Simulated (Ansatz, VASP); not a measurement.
## CsCaBr3: VASP beside Ansatz

```xyz
5
Lattice="5.7087 0.0000 0.0000 0.0000 5.7087 0.0000 0.0000 0.0000 5.7087" Properties=species:S:1:pos:R:3 pbc="T T T"
Cs    0.0000    0.0000    0.0000
Ca    2.8543    2.8543    2.8543
Br    2.8543    0.0000    2.8543
Br    0.0000    2.8543    2.8543
Br    2.8543    2.8543    0.0000
```

Alike in both runs: task single point; functional LDA; k mesh 4 × 4 × 4; occupations gaussian, width 0.05 eV; no spin polarisation.

|  | VASP | Ansatz |
| --- | --- | --- |
| version | VASP 6.6.1 | Ansatz 0.2.0 |
| potentials or method | VASP PAW LDA potentials, release 64 (Cs_sv, Ca_sv, Br), cutoff 520 eV | scalar-relativistic, plane waves, PAW |
| valence electrons in the cell | 40 | 40 |

```csv
,VASP,Ansatz,Ansatz less VASP
gap on the k mesh at the Fermi level (eV),4.09,4.08,-0.011
least direct gap on the mesh (eV),4.34,4.33,-0.011
pressure (GPa),-2.0,-2.1,-0.07
```

LDA's correlation is that of Perdew and Zunger in VASP and of Perdew and Wang (1992) in Ansatz.

Neither program's run includes spin-orbit coupling.
